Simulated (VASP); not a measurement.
# Si (Fd-3m) in VASP: further runs

Runs on Si. Level: LDA. Tasks: single point.

All numbers are computed with VASP 6.6.1; they aren't measurements. Logs are shortened: lines on timing, memory, paths and dates and some standing lists are left out, and cuts for length are marked.

## (1) The cell of the first run

The structure is cubic, space group Fd-3m (No. 227). Conventional cell: a = 5.480 Å, b = 5.480 Å, c = 5.480 Å, α = 90.00°, β = 90.00°, γ = 90.00°. Si (site symmetry -43m) has 4 Si at 2.37 Å within 3.1 Å.

## (2) Single point, LDA

INCAR

```
SYSTEM = Si
  PREC = Accurate
  ENCUT = 520
  EDIFF = 1E-6
  ISMEAR = -1
  SIGMA = 0.05
  LREAL = .False.
  LASPH = .True.
  NELM = 100
  ALGO = Normal
  ISIF = 2
  LWAVE = .False.
  LCHARG = .False.
  NBANDS = 11
```

KPOINTS

```
Automatic mesh
0
Gamma
  8 8 8
  0 0 0
```

POSCAR

```
Si
1.0
    0.0000000000      2.7398772164      2.7398772164
    2.7398772164      0.0000000000      2.7398772164
    2.7398772164      2.7398772164      0.0000000000
Si
2
Direct
    0.5000000000      0.5000000000      0.5000000000
    0.7500000000      0.7500000000      0.7500000000
```

Potentials or basis: VASP PAW LDA potentials, release 64 (Si).

Started as:

```bash
$ cat potpaw_LDA.64/Si/POTCAR > POTCAR
$ mpirun -np 1 vasp_std > vasp.out
```

OUTCAR:

```text
SYSTEM = Si
   PREC = Accurate
   ENCUT = 520
   EDIFF = 1E-6
   ISMEAR = -1
   LREAL = .False.
   LASPH = .True.
   NELM = 100
   ISIF = 2

 ion  position               nearest neighbor table
   1  0.500  0.500  0.500-   2 2.37   2 2.37   2 2.37   2 2.37
   2  0.750  0.750  0.750-   1 2.37   1 2.37   1 2.37   1 2.37

  LATTYP: Found a face centered cubic cell.
 ALAT       =     5.4797544328

  Lattice vectors:

 A1 = (   0.0000000000,   2.7398772164,   2.7398772164)
 A2 = (   2.7398772164,   0.0000000000,   2.7398772164)
 A3 = (   2.7398772164,   2.7398772164,   0.0000000000)

Analysis of symmetry for initial positions (statically):
=====================================================================
 Subroutine PRICEL returns:
 Original cell was already a primitive cell.

 Routine SETGRP: Setting up the symmetry group for a
 face centered cubic supercell.

 Subroutine GETGRP returns: Found 48 space group operations
 (whereof 24 operations were pure point group operations)
 out of a pool of 48 trial point group operations.

The static configuration has the point symmetry T_d .
 The point group associated with its full space group is O_h .

Analysis of symmetry for dynamics (positions and initial velocities):
=====================================================================
 Subroutine PRICEL returns:
 Original cell was already a primitive cell.

 Routine SETGRP: Setting up the symmetry group for a
 face centered cubic supercell.

 Subroutine GETGRP returns: Found 48 space group operations
 (whereof 24 operations were pure point group operations)
 out of a pool of 48 trial point group operations.

The dynamic configuration has the point symmetry T_d .
 The point group associated with its full space group is O_h .

 Subroutine INISYM returns: Found 48 space group operations
 (whereof 24 operations are pure point group operations),
 and found     1 'primitive' translations

----------------------------------------------------------------------------------------

                                     Primitive cell

  volume of cell :      41.1361

  direct lattice vectors                    reciprocal lattice vectors
     0.000000000  2.739877216  2.739877216    -0.182489929  0.182489929  0.182489929
     2.739877216  0.000000000  2.739877216     0.182489929 -0.182489929  0.182489929
     2.739877216  2.739877216  0.000000000     0.182489929  0.182489929 -0.182489929

  length of vectors
     3.874771519  3.874771519  3.874771519     0.316081830  0.316081830  0.316081830

  position of ions in fractional coordinates (direct lattice)
     0.500000000  0.500000000  0.500000000
     0.750000000  0.750000000  0.750000000

  ion indices of the primitive-cell ions
   primitive index   ion index
                 1           1
                 2           2

----------------------------------------------------------------------------------------

 KPOINTS: Automatic mesh

Automatic generation of k-mesh.
 Grid dimensions read from file:
 generate k-points for:    8    8    8

 Generating k-lattice:

  Cartesian coordinates                     Fractional coordinates (reciprocal lattice)
    -0.022811241  0.022811241  0.022811241     0.125000000  0.000000000  0.000000000
     0.022811241 -0.022811241  0.022811241     0.000000000  0.125000000  0.000000000
     0.022811241  0.022811241 -0.022811241     0.000000000  0.000000000  0.125000000

  Length of vectors
     0.039510229  0.039510229  0.039510229

  Shift w.r.t. Gamma in fractional coordinates (k-lattice)
     0.000000000  0.000000000  0.000000000

 Subroutine IBZKPT returns following result:
 ===========================================

 Found     29 irreducible k-points:

 Following reciprocal coordinates:
            Coordinates               Weight
  0.000000  0.000000  0.000000      1.000000
  0.125000  0.000000  0.000000      8.000000
  0.250000  0.000000  0.000000      8.000000
  0.375000  0.000000  0.000000      8.000000
  0.500000  0.000000  0.000000      4.000000
  0.125000  0.125000  0.000000      6.000000
[... 16 lines left out ...]
  0.500000  0.250000  0.125000     48.000000
 -0.375000  0.250000  0.125000     24.000000
 [... further k-points ...]
   k-points           NKPTS =     29   k-points in BZ     NKDIM =     29   number of bands    NBANDS=     11
   number of dos      NEDOS =    301   number of ions     NIONS =      2
   total plane-waves  NPLWV =  27000
   dimension x,y,z NGX =    30 NGY =   30 NGZ =   30
   dimension x,y,z NGXF=    60 NGYF=   60 NGZF=   60
   ions per type =               2
   NGX,Y,Z   is equivalent  to a cutoff of  12.87, 12.87, 12.87 a.u.
   NGXF,Y,Z  is equivalent  to a cutoff of  25.74, 25.74, 25.74 a.u.
 SYSTEM =  Si
   PREC   = accura    normal or accurate (medium, high low for compatibility)
   ISTART =      0    job   : 0-new  1-cont  2-samecut
   ICHARG =      2    charge: 1-file 2-atom 10-const
   ISPIN  =      1    spin polarized calculation?
   LNONCOLLINEAR =      F non collinear calculations
   LSORBIT =      F    spin-orbit coupling
   LASPH  =      T    aspherical Exc in radial PAW
   ENCUT  =  520.0 eV  38.22 Ry    6.18 a.u.   7.20  7.20  7.20*2*pi/ulx,y,z
   NELM   =    100;   NELMIN=  2; NELMDL= -5     # of ELM steps
   EDIFF  = 0.1E-05   stopping-criterion for ELM
   LREAL  =      F    real-space projection
   EDIFFG = 0.1E-04   stopping-criterion for IOM
   NSW    =      0    number of steps for IOM
   IBRION =     -1    ionic relax: 0-MD 1-quasi-New 2-CG
   NFREE  =      0    steps in history (QN), initial steepest desc. (CG)
   ISIF   =      2    stress and relaxation
   ISYM   =      2    0-nonsym 1-usesym 2-fastsym
   POTIM  = 0.5000    time-step for ionic-motion
   TEBEG  =    0.0;   TEEND  =   0.0 temperature during run
   PSTRESS=    0.0 pullay stress
   NELECT =       8.0000    total number of electrons
   NUPDOWN=      -1.0000    fix difference up-down
   EMIN   =  10.00;   EMAX   =-10.00  energy-range for DOS
   EFERMI =   0.00;   METHOD = LEGACY
   ISMEAR =    -1;   SIGMA  =   0.05  broadening in eV -4-tet -1-fermi 0-gaus
   EFERMI_NEDOS =   21; number of points for ismear=-14 and -15
   IALGO  =     38    algorithm
   IMIX   =      4    mixing-type and parameters
     AMIX     =   0.40;   BMIX     =  1.00
     AMIX_MAG =   1.60;   BMIX_MAG =  1.00
  volume/ion in A,a.u.               =      20.57       138.80
  Fermi-wavevector in a.u.,A,eV,Ry     =   0.948485  1.792376 12.240121  0.899623
  Thomas-Fermi vector in A             =   2.076678
   LORBIT       =      0    0 simple, 1 ext, 2 COOP (PROOUT), +10 PAW based schemes
   GGA     = CA    functional components
   LHFCALC =     F    Hartree Fock is set to
   AEXX    =    0.0000 exact exchange contribution
   IVDW    =     0    specifies the selected vdW correction
   LEPSILON=     F    determine dielectric tensor
   LRPA    =     F    only Hartree local field effects (RPA)
 non-spin polarized calculation
  energy-cutoff  :      520.00
  volume of cell :       41.14
 maximum number of plane-waves:      1124
 NGX is ok and might be reduce to    30
   NGX = 15   NGY = 15   NGZ = 15

 number of electron       8.0000001 magnetization

 Free energy of the ion-electron system (eV)
  ---------------------------------------------------
  ext. energy  EPLUGINS =         0.00000000
  ---------------------------------------------------
  free energy    TOTEN  =       -11.89505639 eV

  energy without entropy =      -11.89500846  energy(sigma->0) =      -11.89503243

 E-fermi :   5.7565     XC(G=0):  -9.5042

 val. band max:        5.4996174167   @ k =   0.0000   0.0000   0.0000
 cond. band min:       6.0539893741   @ k =   0.3750   0.3750   0.0000
 fundamental gap:      0.5543719574
 Fermi energy:         5.7565007403

 k-point     1 :       0.0000    0.0000    0.0000
  band No.  band energies     occupation
      1      -6.2762      2.00000
      2       5.4996      1.98833
      3       5.4996      1.98833
      4       5.4996      1.98833
      5       8.0108      0.00000
      6       8.0108      0.00000
      7       8.0108      0.00000
      8       8.4030      0.00000
      9      13.0623      0.00000
     10      13.2113      0.00000
     11      13.2113      0.00000

 k-point     2 :       0.1250    0.0000    0.0000
  band No.  band energies     occupation
      1      -6.0767      2.00000
      2       3.8934      2.00000
      3       5.2177      1.99996
      4       5.2177      1.99996
      5       7.8358      0.00000
      6       8.4238      0.00000
      7       8.4238      0.00000
      8       9.8519      0.00000
      9      12.7164      0.00000
     10      12.7164      0.00000
     11      13.8551      0.00000

 k-point     3 :       0.2500    0.0000    0.0000
  band No.  band energies     occupation
      1      -5.4950      2.00000
      2       1.6037      2.00000
      3       4.7576      2.00000
      4       4.7576      2.00000
      5       7.3313      0.00000
      6       8.9383      0.00000
      7       8.9383      0.00000
      8      12.0459      0.00000
      9      12.6485      0.00000
     10      12.6485      0.00000
     11      14.1786      0.00000
[... 267 lines left out ...]
 k-point    23 :       0.5000    0.2500    0.1250
  band No.  band energies     occupation
      1      -4.1116      2.00000
      2      -0.2866      2.00000
      3       2.2347      2.00000
      4       3.6135      2.00000
      5       8.2750      0.00000
      6       8.9414      0.00000
      7      10.3732      0.00000
      8      11.2935      0.00000
      9      14.3217      0.00000
     10      14.9639      0.00000
     11      17.2220      0.00000

 k-point    24 :      -0.3750    0.2500    0.1250
  band No.  band energies     occupation
      1      -3.4788      2.00000
      2      -1.2030      2.00000
      3       2.1025      2.00000
      4       3.3912      2.00000
      5       8.4244      0.00000
      6       8.5645      0.00000
      7      11.2584      0.00000
      8      12.4591      0.00000
      9      12.6781      0.00000
     10      15.8821      0.00000
     11      16.8895      0.00000

 [... further k-points ...]

------------------------ aborting loop because EDIFF is reached ----------------------------------------

  FORCE on cell =-STRESS in cart. coord.  units (eV):
  Direction    XX          YY          ZZ          XY          YZ          ZX
  --------------------------------------------------------------------------------------
  -------------------------------------------------------------------------------------
  Total       -0.9610811     -0.9610811     -0.9610811      0.0000000     -0.0000000     -0.0000000
  in kB      -37.4323685    -37.4323685    -37.4323685      0.0000000     -0.0000000     -0.0000000
  external PRESSURE =     -37.4323685 kB  Pullay stress =       0.0000000 kB

 VOLUME and BASIS-vectors are now :
 -----------------------------------------------------------------------------
  energy-cutoff  :      520.00
  volume of cell :       41.14
      direct lattice vectors                 reciprocal lattice vectors
     0.000000000  2.739877216  2.739877216    -0.182489929  0.182489929  0.182489929
     2.739877216  0.000000000  2.739877216     0.182489929 -0.182489929  0.182489929
     2.739877216  2.739877216  0.000000000     0.182489929  0.182489929 -0.182489929

 POSITION                                       TOTAL-FORCE (eV/Angst)
 -----------------------------------------------------------------------------------
      2.73988      2.73988      2.73988        -0.000000     -0.000000     -0.000000
      4.10982      4.10982      4.10982         0.000000      0.000000      0.000000
 -----------------------------------------------------------------------------------
    total drift:                                0.000000     -0.000000     -0.000000

  FREE ENERGIE OF THE ION-ELECTRON SYSTEM (eV)
  ---------------------------------------------------
  free  energy   TOTEN  =       -11.8950563948 eV

  energy  without entropy=      -11.8950084606  energy(sigma->0) =      -11.89503243
```

It took 4.8 s on 1 thread of Intel Xeon Platinum 8481C at 2.70GHz (Sapphire Rapids), shared host; peak memory 0.13 GiB.

Results:

| Property | Result |
| --- | --- |
| Free energy | -11.8951 eV |
| Pressure | -3.7 GPa |
| Band gap on the k mesh | 0.55 eV, indirect (least direct gap 2.50 eV) |

Levels at points of the mesh, in eV from the valence-band top:
```tsv
k point	band 2	band 3	band 4	band 5	band 6	band 7
(0.00, 0.00, 0.00)	0.00	0.00	0.00	2.51	2.51	2.51
(0.50, 0.00, 0.00)	-6.87	-1.17	-1.17	1.33	3.30	3.30
(0.50, 0.50, 0.00)	-7.73	-2.78	-2.78	0.65	0.65	9.75
```

A k mesh can miss the band edges. As with any semilocal functional, this LDA gap is likely too small.

## (3) Single point, LDA

This run uses another cell than the first one, of 20.97 Å³/atom, 1.020 times its volume.

INCAR

```
SYSTEM = Si
ALGO     = Normal         ! electronic algorithm
EDIFF    = 1E-6           ! SCF threshold, eV
ENCUT    = 520            ! plane-wave cutoff, eV
ISIF     = 2              ! what is computed and relaxed
ISMEAR   = -1             ! smearing method
LASPH    = .TRUE.         ! aspherical terms in the spheres
LCHARG   = .FALSE.        ! write CHGCAR
LREAL    = .FALSE.        ! projectors in reciprocal space
LWAVE    = .FALSE.        ! write WAVECAR
NBANDS   = 11             ! bands
NELM     = 100            ! most SCF steps
PREC     = Accurate       ! precision mode
SIGMA    = 0.05           ! smearing width, eV
```

KPOINTS

```
k-points
0
G
  8 8 8
  0 0 0
```

POSCAR

```
Si
1.0
    0.0000000000      2.7576691254      2.7576691254
    2.7576691254      0.0000000000      2.7576691254
    2.7576691254      2.7576691254      0.0000000000
Si
2
Direct
    0.5000000000      0.5000000000      0.5000000000
    0.7500000000      0.7500000000      0.7500000000
```

Potentials or basis: VASP PAW LDA potentials, release 64 (Si).

Started as:

```bash
$ cat potpaw_LDA.64/Si/POTCAR > POTCAR
$ mpirun -np 1 vasp_std > vasp.out
```

OUTCAR:

```text
SYSTEM = Si
   EDIFF = 1E-6
   ENCUT = 520
   ISIF = 2
   ISMEAR = -1
   LASPH = .TRUE.
   LREAL = .FALSE.
   NELM = 100
   PREC = Accurate

 ion  position               nearest neighbor table
   1  0.500  0.500  0.500-   2 2.39   2 2.39   2 2.39   2 2.39
   2  0.750  0.750  0.750-   1 2.39   1 2.39   1 2.39   1 2.39

  LATTYP: Found a face centered cubic cell.
 ALAT       =     5.5153382508

  Lattice vectors:

 A1 = (   0.0000000000,   2.7576691254,   2.7576691254)
 A2 = (   2.7576691254,   0.0000000000,   2.7576691254)
 A3 = (   2.7576691254,   2.7576691254,   0.0000000000)

Analysis of symmetry for initial positions (statically):
=====================================================================
 Subroutine PRICEL returns:
 Original cell was already a primitive cell.

 Routine SETGRP: Setting up the symmetry group for a
 face centered cubic supercell.

 Subroutine GETGRP returns: Found 48 space group operations
 (whereof 24 operations were pure point group operations)
 out of a pool of 48 trial point group operations.

The static configuration has the point symmetry T_d .
 The point group associated with its full space group is O_h .

Analysis of symmetry for dynamics (positions and initial velocities):
[... 169 lines left out ...]
      1      -6.3395      2.00000
      2       5.3082      1.99121
      3       5.3082      1.99121
      4       5.3082      1.99121
      5       7.8099      0.00000
      6       7.8099      0.00000
      7       7.8099      0.00000
      8       7.9953      0.00000
      9      12.7905      0.00000
     10      13.0082      0.00000
     11      13.0082      0.00000
[... 309 lines left out ...]
 k-point    24 :      -0.3750    0.2500    0.1250
  band No.  band energies     occupation
      1      -3.5975      2.00000
      2      -1.3285      2.00000
      3       1.9643      2.00000
      4       3.2408      2.00000
      5       8.1874      0.00000
      6       8.3827      0.00000
      7      11.0041      0.00000
      8      12.2225      0.00000
      9      12.4000      0.00000
     10      15.6215      0.00000
     11      16.5640      0.00000

 [... further k-points ...]
[... 5 lines left out ...]
  --------------------------------------------------------------------------------------
  -------------------------------------------------------------------------------------
  Total       -1.3705944     -1.3705944     -1.3705944     -0.0000000      0.0000000      0.0000000
  in kB      -52.3555921    -52.3555921    -52.3555921     -0.0000000      0.0000000      0.0000000
  external PRESSURE =     -52.3555921 kB  Pullay stress =       0.0000000 kB

 VOLUME and BASIS-vectors are now :
 -----------------------------------------------------------------------------
  energy-cutoff  :      520.00
  volume of cell :       41.94
      direct lattice vectors                 reciprocal lattice vectors
     0.000000000  2.757669125  2.757669125    -0.181312542  0.181312542  0.181312542
     2.757669125  0.000000000  2.757669125     0.181312542 -0.181312542  0.181312542
     2.757669125  2.757669125  0.000000000     0.181312542  0.181312542 -0.181312542

 POSITION                                       TOTAL-FORCE (eV/Angst)
 -----------------------------------------------------------------------------------
      2.75767      2.75767      2.75767         0.000000      0.000000      0.000000
      4.13650      4.13650      4.13650        -0.000000     -0.000000     -0.000000
 -----------------------------------------------------------------------------------
    total drift:                                0.000000     -0.000000     -0.000000

  FREE ENERGIE OF THE ION-ELECTRON SYSTEM (eV)
  ---------------------------------------------------
  free  energy   TOTEN  =       -11.8724531135 eV

  energy  without entropy=      -11.8724154449  energy(sigma->0) =      -11.87243428
```

OSZICAR:

```text
N       E                     dE             d eps       ncg     rms          rms(c)
DAV:   1     0.760165678164E+01    0.76017E+01   -0.32087E+03   638   0.580E+02
DAV:   2    -0.114769772686E+02   -0.19079E+02   -0.18141E+02   833   0.883E+01
DAV:   3    -0.121000681745E+02   -0.62309E+00   -0.62106E+00   835   0.137E+01
DAV:   4    -0.121049496247E+02   -0.48815E-02   -0.48810E-02   764   0.153E+00
DAV:   5    -0.121050051000E+02   -0.55475E-04   -0.55474E-04   828   0.154E-01    0.471E+00
DAV:   6    -0.119471025413E+02    0.15790E+00   -0.84851E-02   721   0.115E+00    0.281E+00
DAV:   7    -0.118722207419E+02    0.74882E-01   -0.15821E-01   727   0.162E+00    0.180E-01
DAV:   8    -0.118724663118E+02   -0.24557E-03   -0.68369E-03   728   0.448E-01    0.753E-02
DAV:   9    -0.118724475257E+02    0.18786E-04   -0.18088E-04   797   0.734E-02    0.596E-02
DAV:  10    -0.118724533012E+02   -0.57755E-05   -0.13769E-05   724   0.218E-02    0.218E-02
DAV:  11    -0.118724531135E+02    0.18766E-06   -0.82463E-07   502   0.474E-03
   1 F= -.11872453E+02 E0= -.11872434E+02  d E =-.376686E-04
```

stdout:

```text
POSCAR found type information on POSCAR Si
 POSCAR found :  1 types and       2 ions
 scaLAPACK will be used
 LDA part: xc-table for (Slater(with rela. corr.)+CA(PZ))
 , standard interpolation
 POSCAR, INCAR and KPOINTS ok, starting setup
 FFT: planning ... GRIDC
 FFT: planning ... GRID_SOFT
 FFT: planning ... GRID
 WAVECAR not read
 entering main loop
```

Wall time 5.2 s (1 thread of Intel Xeon Platinum 8481C at 2.70GHz (Sapphire Rapids), shared host); peak memory 0.13 GiB.

Results:

- Free energy: -11.8725 eV
- Pressure: -5.2 GPa
- Band gap on the k mesh: 0.58 eV, indirect (least direct gap 2.42 eV)

Levels at points of the mesh, in eV from the valence-band top:
| k point | band 2 | band 3 | band 4 | band 5 | band 6 | band 7 |
| --- | --- | --- | --- | --- | --- | --- |
| (0.00, 0.00, 0.00) | 0.00 | 0.00 | 0.00 | 2.50 | 2.50 | 2.50 |
| (0.50, 0.00, 0.00) | -6.78 | -1.16 | -1.16 | 1.26 | 3.31 | 3.31 |
| (0.50, 0.50, 0.00) | -7.67 | -2.73 | -2.73 | 0.68 | 0.68 | 9.59 |

A k mesh can miss the band edges. LDA gaps usually lie below the measured ones, often by a third to a half.
